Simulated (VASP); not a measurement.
# RbCl (Fm-3m) in VASP: a series of runs, part 2 of 2

VASP 6.6.1.

### Step 5. Single point, r2SCAN (volume changed by +3%)

Input file POSCAR:

```
RbCl
1.0
    0.0000000000      3.3384585325      3.3384585325
    3.3384585325      0.0000000000      3.3384585325
    3.3384585325      3.3384585325      0.0000000000
Rb Cl
1 1
Direct
    0.0000000000      0.0000000000      0.0000000000
    0.5000000000      0.5000000000      0.5000000000
```

Input file INCAR.step1:

```
ALGO = Normal
EDIFF = 1E-5
ENCUT = 550
GGA = PE
GGA_COMPAT = False
ISMEAR = 0
LASPH = True
LCHARG = False
LREAL = False
LWAVE = True
NBANDS = 15
NELM = 120
PREC = Accurate
SIGMA = 0.01
```

Input file INCAR.step2:

```
ALGO = Normal
EDIFF = 1E-6
ENCUT = 550
GGA_COMPAT = False
ISIF = 2
ISMEAR = 0
ISTART = 1
LASPH = True
LCHARG = False
LMIXTAU = True
LREAL = False
LWAVE = False
METAGGA = R2SCAN
NBANDS = 15
NELM = 120
PREC = Accurate
SIGMA = 0.01
```

Input file KPOINTS:

```
k-points
0
Gamma
  6 6 6
```

Potentials or basis: VASP PAW PBE potentials, release 64 (Rb_sv, Cl).

On the command line:

```console
$ cat potpaw_PBE.64/Rb_sv/POTCAR potpaw_PBE.64/Cl/POTCAR > POTCAR
$ cp INCAR.step1 INCAR
$ mpirun -np 1 vasp_std > vasp.out
$ cp INCAR.step2 INCAR
$ mpirun -np 1 vasp_std > vasp.out
```

OUTCAR:

```text
EDIFF = 1E-6
   ENCUT = 550
   ISIF = 2
   ISMEAR = 0
   ISTART = 1
   LASPH = True
   LREAL = False
   METAGGA = R2SCAN
   NELM = 120
   PREC = Accurate

 ion  position               nearest neighbor table
   1  0.000  0.000  0.000-   2 3.34   2 3.34   2 3.34   2 3.34   2 3.34   2 3.34
   2  0.500  0.500  0.500-   1 3.34   1 3.34   1 3.34   1 3.34   1 3.34   1 3.34

  LATTYP: Found a face centered cubic cell.
 ALAT       =     6.6769170650

  Lattice vectors:

 A1 = (   0.0000000000,   3.3384585325,   3.3384585325)
 A2 = (   3.3384585325,   0.0000000000,   3.3384585325)
 A3 = (   3.3384585325,   3.3384585325,   0.0000000000)

Analysis of symmetry for initial positions (statically):
=====================================================================
 Subroutine PRICEL returns:
 Original cell was already a primitive cell.

 Routine SETGRP: Setting up the symmetry group for a
 face centered cubic supercell.

 Subroutine GETGRP returns: Found 48 space group operations
 (whereof 48 operations were pure point group operations)
 out of a pool of 48 trial point group operations.

[... 166 lines left out ...]
      5     -10.6988      2.00000
      6      -2.4513      2.00000
      7      -2.4513      2.00000
      8      -2.4513      2.00000
      9       3.0130      0.00000
     10       6.1360      0.00000
     11       6.1360      0.00000
     12       6.1360      0.00000
     13       7.2780      0.00000
     14       7.2780      0.00000
[... 257 lines left out ...]
      2     -14.9363      2.00000
      3     -10.8828      2.00000
      4     -10.8170      2.00000
      5     -10.7138      2.00000
      6      -2.7749      2.00000
      7      -2.7403      2.00000
      8      -2.6308      2.00000
      9       4.9133      0.00000
     10       6.4863      0.00000
     11       6.9993      0.00000
     12       8.1062      0.00000
     13       9.1377      0.00000
     14       9.9067      0.00000
     15      10.3243      0.00000

------------------------ aborting loop because EDIFF is reached ----------------------------------------

  FORCE on cell =-STRESS in cart. coord.  units (eV):
  Direction    XX          YY          ZZ          XY          YZ          ZX
  --------------------------------------------------------------------------------------
  -------------------------------------------------------------------------------------
  Total       -0.1996992     -0.1996992     -0.1996992      0.0000000      0.0000000      0.0000000
  in kB       -4.2995097     -4.2995097     -4.2995097      0.0000000      0.0000000      0.0000000
  external PRESSURE =      -4.2995097 kB  Pullay stress =       0.0000000 kB

 VOLUME and BASIS-vectors are now :
 -----------------------------------------------------------------------------
  energy-cutoff  :      550.00
  volume of cell :       74.42
      direct lattice vectors                 reciprocal lattice vectors
     0.000000000  3.338458532  3.338458532    -0.149769720  0.149769720  0.149769720
     3.338458532  0.000000000  3.338458532     0.149769720 -0.149769720  0.149769720
     3.338458532  3.338458532  0.000000000     0.149769720  0.149769720 -0.149769720

 POSITION                                       TOTAL-FORCE (eV/Angst)
 -----------------------------------------------------------------------------------
      0.00000      0.00000      0.00000        -0.000000     -0.000000     -0.000000
      3.33846      3.33846      3.33846         0.000000      0.000000      0.000000
 -----------------------------------------------------------------------------------
    total drift:                                0.000000      0.000000      0.000000

  FREE ENERGIE OF THE ION-ELECTRON SYSTEM (eV)
  ---------------------------------------------------
  free  energy   TOTEN  =       -24.3831380004 eV

  energy  without entropy=      -24.3831380004  energy(sigma->0) =      -24.38313800
```

OUTCAR.step1:

```text
EDIFF = 1E-5
   ENCUT = 550
   GGA = PE
   ISMEAR = 0
   LASPH = True
[... 497 lines left out ...]
 -----------------------------------------------------------------------------------
      0.00000      0.00000      0.00000        -0.000000      0.000000     -0.000000
      3.33846      3.33846      3.33846         0.000000     -0.000000      0.000000
 -----------------------------------------------------------------------------------
    total drift:                                0.000000      0.000000      0.000000

  FREE ENERGIE OF THE ION-ELECTRON SYSTEM (eV)
  ---------------------------------------------------
  free  energy   TOTEN  =        -6.6755117569 eV

  energy  without entropy=       -6.6755117569  energy(sigma->0) =       -6.67551176
```

Wall time 72 s (1 thread of Intel Xeon Platinum 8259CL at 2.50GHz (Skylake/Cascade Lake), shared host); peak memory 0.22 GiB.

What came out:

* Free energy: -24.3831 eV
* Pressure: -0.4 GPa
* Band gap on the k mesh: 5.46 eV, direct

Caveat: the PAW data sets were made with another functional, which shifts forces and pressure a little.

### Step 6. Single point, r2SCAN (volume changed by +6%)

Input file POSCAR:

```
RbCl
1.0
    0.0000000000      3.3705610646      3.3705610646
    3.3705610646      0.0000000000      3.3705610646
    3.3705610646      3.3705610646      0.0000000000
Rb Cl
1 1
Direct
    0.0000000000      0.0000000000      0.0000000000
    0.5000000000      0.5000000000      0.5000000000
```

Input file INCAR.step1:

```
  PREC = Accurate
  ENCUT = 550
  ISMEAR = 0
  SIGMA = 0.01
  LREAL = False
  LASPH = True
  NELM = 120
  NBANDS = 15
  GGA = PE
  ALGO = Normal
  EDIFF = 1E-5
  LWAVE = True
  LCHARG = False
  GGA_COMPAT = False
```

Input file INCAR.step2:

```
  PREC = Accurate
  ENCUT = 550
  EDIFF = 1E-6
  ISMEAR = 0
  SIGMA = 0.01
  LREAL = False
  LASPH = True
  NELM = 120
  ALGO = Normal
  ISIF = 2
  LWAVE = False
  LCHARG = False
  METAGGA = R2SCAN
  LMIXTAU = True
  NBANDS = 15
  ISTART = 1
  GGA_COMPAT = False
```

Input file KPOINTS:

```
Automatic mesh
0
Gamma
  6 6 6
```

Potentials or basis: VASP PAW PBE potentials, release 64 (Rb_sv, Cl).

On the command line:

```console
$ cat potpaw_PBE.64/Rb_sv/POTCAR potpaw_PBE.64/Cl/POTCAR > POTCAR
$ cp INCAR.step1 INCAR
$ mpirun -np 1 vasp_std > vasp.out
$ cp INCAR.step2 INCAR
$ mpirun -np 1 vasp_std > vasp.out
```

Wall time 70 s (1 thread of Intel Xeon Platinum 8259CL at 2.50GHz (Skylake/Cascade Lake), shared host); peak memory 0.21 GiB.

The run converged. Its results:

```
Free energy            : -24.3749 eV
Pressure               : -0.8 GPa
Band gap on the k mesh : 5.38 eV, direct
```

Levels at points of the mesh, in eV from the valence-band top:
```tsv
k point	band 5	band 6	band 7	band 8	band 9	band 10	band 11	band 12
(0.00, 0.00, 0.00)	-8.32	0.00	0.00	0.00	5.38	8.57	8.57	8.57
(0.50, 0.00, 0.00)	-8.31	-0.74	-0.28	-0.28	7.98	8.27	10.65	10.65
(0.50, 0.50, 0.00)	-8.40	-0.33	-0.11	-0.11	6.71	8.58	9.81	10.78
```

Caveat: the PAW data sets were made with another functional, which shifts forces and pressure a little.

### Step 7. The runs side by side

| cell | gap on the mesh (eV) | pressure (GPa) |
| --- | --- | --- |
| a = 4.628 Å, angles 60.0°, 2 atoms | 5.66 | 0.6 |
| a = 4.675 Å, angles 60.0°, 2 atoms | 5.56 | 0.0 |
| a = 4.721 Å, angles 60.0°, 2 atoms | 5.46 | -0.4 |
| a = 4.767 Å, angles 60.0°, 2 atoms | 5.38 | -0.8 |

Alike in all rows: task single point; level r2SCAN; potentials or basis VASP PAW PBE potentials, release 64 (Rb_sv, Cl); no spin polarisation; k mesh 6 × 6 × 6; cutoff (eV) 550; smearing gaussian 0.01 eV.

Caveats: the PAW data sets were made with another functional, which shifts forces and pressure a little.

Absolute energies hang on the potentials; compare differences alone.
